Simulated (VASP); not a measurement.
# Mg2Ti3O3 (P4/mmm) in VASP: single point with PBE

Aim: the single point of Mg2Ti3O3 with PBE.

All numbers are computed with VASP 6.6.1; they aren't measurements. Logs are shortened: lines on timing, memory, paths and dates and some standing lists are left out, and cuts for length are marked.

## 1. The cell of the first run

The structure is tetragonal, space group P4/mmm (No. 123). Conventional cell: a = 3.863 Å, b = 3.863 Å, c = 7.871 Å, α = 90.00°, β = 90.00°, γ = 90.00°. Mg (site symmetry 4mm) has 1 Mg at 2.52 Å and 5 Ti at 2.67 to 2.83 Å and 8 O at 3.01 to 3.30 Å within 3.3 Å. Ti (site symmetry 4mm) has 1 O at 1.99 Å within 2.6 Å. Ti (site symmetry 4/mmm) has 4 O at 1.93 Å and 2 Mg at 2.67 Å within 2.7 Å. Within 2.6 Å of O (site symmetry mmm) lie 2 Ti at 1.93 Å. Within 2.6 Å of O (site symmetry 4/mmm) lie 2 Ti at 1.99 Å.

The cell was generated, and may not be a known phase.

## 2. Single point, PBE, collinear spin

File INCAR:

```
SYSTEM = Mg2Ti3O3
ALGO = Normal
EDIFF = 1E-6
ENCUT = 520
GGA = PE
ISIF = 2
ISMEAR = 0
ISPIN = 2
LASPH = .True.
LCHARG = .False.
LMAXMIX = 4
LORBIT = 11
LREAL = .False.
LWAVE = .False.
MAGMOM = 0 0 1 1 1 0 0 0
NBANDS = 43
NELM = 150
PREC = Accurate
SIGMA = 0.2
```

File KPOINTS:

```
k-points
0
Gamma
  4 4 3
  0 0 0
```

File POSCAR:

```
Mg2Ti3O3
1.0
    3.8625843897      0.0000000000      0.0000000000
    0.0000000000      3.8625843897      0.0000000000
    0.0000000000      0.0000000000      7.8710517522
Mg Ti O
2 3 3
Direct
    0.0000000000      0.0000000000      0.1601948991
    0.0000000000      0.0000000000      0.8398051009
    0.5000000000      0.5000000000      0.7470994812
    0.5000000000      0.5000000000      0.2529005188
    0.0000000000      0.0000000000      0.5000000000
    0.0000000000      0.5000000000      0.5000000000
    0.5000000000      0.0000000000      0.5000000000
    0.5000000000      0.5000000000      0.0000000000
```

Potentials or basis: VASP PAW PBE potentials, release 64 (Mg, Ti_sv, O).

Command:

```sh
$ cat potpaw_PBE.64/Mg/POTCAR potpaw_PBE.64/Ti_sv/POTCAR potpaw_PBE.64/O/POTCAR > POTCAR
$ mpirun -np 1 vasp_std > vasp.out
```

OUTCAR:

```text
SYSTEM = Mg2Ti3O3
   EDIFF = 1E-6
   ENCUT = 520
   GGA = PE
   ISIF = 2
   ISMEAR = 0
   ISPIN = 2
   LASPH = .True.
   LORBIT = 11
   LREAL = .False.
   NELM = 150
   PREC = Accurate

 ion  position               nearest neighbor table
   1  0.000  0.000  0.160-   2 2.52   5 2.67   4 2.83   4 2.83   4 2.83   4 2.83
   2  0.000  0.000  0.840-   1 2.52   5 2.67   3 2.83   3 2.83   3 2.83   3 2.83
   3  0.500  0.500  0.747-   8 1.99   2 2.83   2 2.83   2 2.83   2 2.83
   4  0.500  0.500  0.253-   8 1.99   1 2.83   1 2.83   1 2.83   1 2.83
   5  0.000  0.000  0.500-   6 1.93   7 1.93   6 1.93   7 1.93   1 2.67   2 2.67
   6  0.000  0.500  0.500-   5 1.93   5 1.93
   7  0.500  0.000  0.500-   5 1.93   5 1.93
   8  0.500  0.500  0.000-   3 1.99   4 1.99

  LATTYP: Found a simple tetragonal cell.
 ALAT       =     3.8625843897
 C/A-ratio  =     2.0377682293

  Lattice vectors:

 A1 = (   3.8625843897,   0.0000000000,   0.0000000000)
 A2 = (   0.0000000000,   3.8625843897,   0.0000000000)
 A3 = (   0.0000000000,   0.0000000000,   7.8710517522)

Analysis of symmetry for initial positions (statically):
=====================================================================
 Subroutine PRICEL returns:
 Original cell was already a primitive cell.

 Routine SETGRP: Setting up the symmetry group for a
 simple tetragonal supercell.

 Subroutine GETGRP returns: Found 16 space group operations
 (whereof 16 operations were pure point group operations)
 out of a pool of 16 trial point group operations.

The static configuration has the point symmetry D_4h.

Analysis of symmetry for dynamics (positions and initial velocities):
=====================================================================
 Subroutine PRICEL returns:
 Original cell was already a primitive cell.

 Routine SETGRP: Setting up the symmetry group for a
 simple tetragonal supercell.

 Subroutine GETGRP returns: Found 16 space group operations
 (whereof 16 operations were pure point group operations)
 out of a pool of 16 trial point group operations.

The dynamic configuration has the point symmetry D_4h.

Analysis of structural, dynamic, and magnetic symmetry:
=====================================================================
 Subroutine PRICEL returns:
 Original cell was already a primitive cell.

 Routine SETGRP: Setting up the symmetry group for a
[... 145 lines left out ...]

 Free energy of the ion-electron system (eV)
  ---------------------------------------------------
  ext. energy  EPLUGINS =         0.00000000
  ---------------------------------------------------
  free energy    TOTEN  =       -49.46726169 eV

  energy without entropy =      -49.33782585  energy(sigma->0) =      -49.40254377

 E-fermi :   6.0066     XC(G=0): -10.4043

 val. band max:        6.0008816950   @ k =   0.0000   0.0000   0.0000
 cond. band min:       6.0333248643   @ k =   0.2500   0.2500   0.0000
 fundamental gap:      0.0324431693
 Fermi energy:         6.0065877913

 spin component 1

 k-point     1 :       0.0000    0.0000    0.0000
  band No.  band energies     occupation
      1     -51.8423      1.00000
      2     -51.8410      1.00000
      3     -51.4653      1.00000
      4     -28.2830      1.00000
      5     -28.2427      1.00000
      6     -28.0482      1.00000
[... 517 lines left out ...]
     40       8.1252      0.00000
     41       8.7351      0.00000
 Fermi energy:         6.0065877913

 spin component 2

 k-point     1 :       0.0000    0.0000    0.0000
  band No.  band energies     occupation
      1     -51.5537      1.00000
      2     -51.1827      1.00000
      3     -51.1819      1.00000
      4     -27.9266      1.00000
      5     -27.9266      1.00000
      6     -27.8423      1.00000
[... 517 lines left out ...]
     40       8.2192      0.00000
     41       8.9452      0.00000
 [bands above 41 left out]

------------------------ aborting loop because EDIFF is reached ----------------------------------------

  FORCE on cell =-STRESS in cart. coord.  units (eV):
  Direction    XX          YY          ZZ          XY          YZ          ZX
  --------------------------------------------------------------------------------------
  -------------------------------------------------------------------------------------
  Total        0.2086418      0.2086418      0.2591578      0.0000000     -0.0000000     -0.0000000
  in kB        2.8465788      2.8465788      3.5357878      0.0000000     -0.0000000     -0.0000000
  external PRESSURE =       3.0763152 kB  Pullay stress =       0.0000000 kB

 VOLUME and BASIS-vectors are now :
 -----------------------------------------------------------------------------
  energy-cutoff  :      520.00
  volume of cell :      117.43
      direct lattice vectors                 reciprocal lattice vectors
     3.862584390  0.000000000  0.000000000     0.258894020  0.000000000  0.000000000
     0.000000000  3.862584390  0.000000000     0.000000000  0.258894020  0.000000000
     0.000000000  0.000000000  7.871051752     0.000000000  0.000000000  0.127047824

 POSITION                                       TOTAL-FORCE (eV/Angst)
 -----------------------------------------------------------------------------------
      0.00000      0.00000      1.26090         0.000000     -0.000000      0.037321
      0.00000      0.00000      6.61015         0.000000     -0.000000     -0.037321
      1.93129      1.93129      5.88046        -0.000000      0.000000     -0.053888
      1.93129      1.93129      1.99059         0.000000      0.000000      0.053888
      0.00000      0.00000      3.93553         0.000000     -0.000000     -0.000000
      0.00000      1.93129      3.93553         0.000000     -0.000000     -0.000000
      1.93129      0.00000      3.93553         0.000000     -0.000000     -0.000000
      1.93129      1.93129      0.00000         0.000000     -0.000000     -0.000000
 -----------------------------------------------------------------------------------
    total drift:                                0.000000      0.000000     -0.000000

  FREE ENERGIE OF THE ION-ELECTRON SYSTEM (eV)
  ---------------------------------------------------
  free  energy   TOTEN  =       -49.4672616935 eV

  energy  without entropy=      -49.3378258506  energy(sigma->0) =      -49.40254377

 total charge

# of ion       s       p       d       tot
------------------------------------------
    1        0.286   0.141   0.018   0.444
    2        0.286   0.141   0.018   0.444
    3        2.166   6.055   1.918  10.139
    4        2.166   6.055   1.918  10.139
    5        2.217   6.242   1.946  10.405
    6        1.578   3.421   0.000   5.000
    7        1.578   3.421   0.000   5.000
    8        1.580   3.337   0.000   4.917
--------------------------------------------------
tot         11.858  28.814   5.817  46.488

 magnetization (x)

# of ion       s       p       d       tot
------------------------------------------
    1       -0.003   0.015   0.003   0.015
    2       -0.003   0.015   0.003   0.015
    3        0.006   0.012   0.666   0.684
    4        0.006   0.012   0.666   0.684
    5       -0.002  -0.004  -0.087  -0.093
    6        0.002   0.008   0.000   0.010
    7        0.002   0.008   0.000   0.010
    8       -0.002  -0.030   0.000  -0.032
--------------------------------------------------
tot          0.007   0.036   1.251   1.294
```

OSZICAR:

```text
N       E                     dE             d eps       ncg     rms          rms(c)
DAV:   1     0.773426950310E+03    0.77343E+03   -0.27476E+04  2064   0.146E+03
DAV:   2     0.648363177202E+02   -0.70859E+03   -0.67439E+03  2114   0.462E+02
DAV:   3    -0.507741053070E+02   -0.11561E+03   -0.11229E+03  3105   0.169E+02
[... 10 lines left out ...]
DAV:  14    -0.494658769784E+02   -0.12590E-02   -0.25400E-03  2803   0.246E-01    0.151E-01
DAV:  15    -0.494669588402E+02   -0.10819E-02   -0.23227E-03  2754   0.181E-01    0.669E-02
DAV:  16    -0.494672394645E+02   -0.28062E-03   -0.72232E-04  2934   0.119E-01    0.441E-02
DAV:  17    -0.494672592602E+02   -0.19796E-04   -0.13045E-04  2971   0.604E-02    0.154E-02
DAV:  18    -0.494672610532E+02   -0.17929E-05   -0.20942E-05  2890   0.233E-02    0.619E-03
DAV:  19    -0.494672616935E+02   -0.64031E-06   -0.51924E-06  2122   0.109E-02
   1 F= -.49467262E+02 E0= -.49402544E+02  d E =-.129436E+00  mag=     1.8150
```

stdout:

```text
POSCAR found type information on POSCAR MgTiO
 POSCAR found :  3 types and       8 ions
 scaLAPACK will be used
 LDA part: xc-table for (Slater+PW92), standard interpolation
 POSCAR, INCAR and KPOINTS ok, starting setup
 FFT: planning ... GRIDC
 FFT: planning ... GRID_SOFT
 FFT: planning ... GRID
 WAVECAR not read
 entering main loop
```

Wall time 92 s (1 thread of Intel Xeon 6975P-C (Granite Rapids), shared host); peak memory 0.31 GiB.

Results:

```yaml
Free_energy: -49.4673 eV
Pressure: 0.3 GPa
Largest_force: 0.054 eV/Å
Net_moment: 1.81 μB per cell
Site_moments: Mg +0.01; Ti +0.68, -0.09 (each value once); O +0.01, -0.03 (each value once) μB
Valence_electrons_inside_the_program's_atomic_spheres: Mg 0.44; Ti 10.14, 10.40 (each value once); O 5.00, 4.92 (each value once)
```

Forces in eV/Å, atoms in the order of the input:
```
Mg   0.000  0.000  0.037
Mg   0.000  0.000 -0.037
Ti   0.000  0.000 -0.054
Ti   0.000  0.000  0.054
Ti   0.000  0.000  0.000
O    0.000  0.000  0.000
O    0.000  0.000  0.000
O    0.000  0.000  0.000
```

Levels at points of the mesh, in eV from the Fermi level:
Spin up:
```
           k point  band 26  band 27  band 28  band 29  band 30  band 31  band 32  band 33  band 34  band 35
(0.00, 0.00, 0.00)    -2.25    -0.98    -0.86    -0.20    -0.20    -0.17    -0.01     0.28     0.78     0.78
(0.50, 0.00, 0.00)    -2.25    -1.35    -0.94    -0.82    -0.34     0.39     0.49     0.87     0.96     1.08
(0.50, 0.50, 0.00)    -2.18    -0.24    -0.24     0.12     0.81     0.87     0.87     0.99     1.11     1.15
```
Spin down:
```
           k point  band 25  band 26  band 27  band 28  band 29  band 30  band 31  band 32
(0.00, 0.00, 0.00)    -3.15    -1.96    -1.00    -0.20    -0.12    -0.12     0.19     0.63
(0.50, 0.00, 0.00)    -2.30    -1.80    -0.97    -0.60    -0.35     0.34     0.54     1.02
(0.50, 0.50, 0.00)    -2.57    -1.77     0.09     0.36     0.36     1.22     1.26     1.26
```

Caveat: the k points lie up to 0.41 Å⁻¹ apart.
